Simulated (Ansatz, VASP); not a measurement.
Ru: VASP beside Ansatz

```
Ru
1.0
     0.00000    1.92883    1.92883
     1.92883    0.00000    1.92883
     1.92883    1.92883    0.00000
Ru
1
Direct
  0.00000 0.00000 0.00000
```

Alike in both runs: task single point; functional PBE; k mesh 8 × 8 × 8; collinear spin.

|  | VASP | Ansatz |
| --- | --- | --- |
| version | VASP 6.6.1 | Ansatz 0.2 development build |
| potentials or method | VASP PAW PBE potentials, release 64 (Ru_pv) | scalar-relativistic |
| plane-wave cutoff (eV) | 500 | 1143 |
| occupations | fermi-dirac, width 0.1 eV | fermi-dirac |

|  | VASP | Ansatz | Ansatz less VASP |
| --- | --- | --- | --- |
| net moment per atom (μB) | 0.00 | 0.00 | 0.000 |
